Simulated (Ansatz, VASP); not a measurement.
## One calculation of Cu2Os, two programs

```xyz
6
Lattice="0.0000 3.3412 3.3412 3.3412 0.0000 3.3412 3.3412 3.3412 0.0000" Properties=species:S:1:pos:R:3 pbc="T T T"
Cu    4.1765    4.1765    4.1765
Cu    4.1765    2.5059    2.5059
Cu    2.5059    2.5059    4.1765
Cu    2.5059    4.1765    2.5059
Os    0.0000    0.0000    0.0000
Os    1.6706    1.6706    1.6706
```

Alike in both runs: functional PBE; k mesh 4 × 4 × 4; occupations gaussian, width 0.1 eV; no spin polarisation.

Ansatz relaxed the structure, and its values are those at the end. VASP's run is a single point on that final structure, the one shown.

```csv
,VASP,Ansatz
version,VASP 6.6.1,Ansatz 0.2.0
potentials or method,"VASP PAW PBE potentials, release 64 (Cu, Os), cutoff 520 eV","scalar-relativistic, plane waves, PAW"
valence electrons in the cell,60,108
```

|  | VASP | Ansatz | Ansatz less VASP |
| --- | --- | --- | --- |
| gap on the k mesh at the Fermi level (eV) | none | none | - |
| pressure (GPa) | -0.2 | -0.4 | -0.19 |

A gap of «none» marks a metal or a gap that the smearing closes. VASP's potentials hold 60 valence electrons a cell and Ansatz's 108, so a difference there can come from the potentials and not from the codes.

The k mesh is coarse, so the values compare programs but aren't converged. Spin-orbit coupling is off throughout.
